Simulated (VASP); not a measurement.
The system is C.

```
CELL_PARAMETERS angstrom
2.53880 0.00000 0.00000
-1.26940 2.19867 0.00000
0.00000 0.00000 8.29165
ATOMIC_POSITIONS crystal
C 0.66667 0.33333 0.84375
C 0.33333 0.66667 0.34375
C 0.66667 0.33333 0.65625
C 0.33333 0.66667 0.15625
C 0.00000 0.00000 0.90625
C 0.00000 0.00000 0.40625
C 0.00000 0.00000 0.59375
C 0.00000 0.00000 0.09375
```

Base run:

- Program: VASP 6.6.1
- Functional: RPBE
- Dispersion: D3(BJ)
- Potentials or basis: VASP PAW PBE potentials, release 64 (C)
- Cutoff: 520 eV
- k mesh: 12 × 12 × 4
- Occupations: fermi-dirac, width 0.05 eV
- Spin: no spin polarisation

Its results: band gap on the k mesh 4.37 eV (least direct gap 5.14 eV); pressure -17.6 GPa; largest force 0.323 eV/Å.

Problem. The run is repeated on the same cell with these changes: functional from RPBE to BLYP; dispersion from D3(BJ) to none. What comes out?

Solution. Band gap on the k mesh 4.70 eV (least direct gap 5.30 eV); pressure 3.6 GPa; largest force 0.328 eV/Å.

Several settings changed at once.

Caveats: the PAW data sets were made with another functional, which shifts forces and pressure a little; the cell stands under tension (at least some runs); the cell stands under pressure (at least some runs).

A k mesh can miss the band edges.
